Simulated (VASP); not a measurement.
A run of VASP 6.6.1 is set up as follows.

File INCAR:

```
ALGO = Normal ; EDIFF = 1E-6
ENCUT = 520 ; ISIF = 2
ISMEAR = 0 ; LASPH = T
LCHARG = T ; LELF = T
LREAL = F ; LVHAR = T
LWAVE = F ; NBANDS = 10
NELM = 60 ; PREC = Accurate
SIGMA = 0.15
```

The input KPOINTS:

```
k-points
0
Gamma
  16 16 16
```

POSCAR

```
Na
1.0
   -2.0539750000      2.0539750000      2.0539750000
    2.0539750000     -2.0539750000      2.0539750000
    2.0539750000      2.0539750000     -2.0539750000
Na
1
Direct
    0.0000000000      0.0000000000      0.0000000000
```

Potentials or basis: VASP PAW LDA potentials, release 64 (Na_pv).

Run with:

```console
$ cat potpaw_LDA.64/Na_pv/POTCAR > POTCAR
$ mpirun -np 1 vasp_std > vasp.out
```

(1) What does it give for the pressure?

Results:

(1) -0.4 GPa.

Caveat: the cell differs from its parent crystal (strain -0.030 along x and y, -0.030 along z).
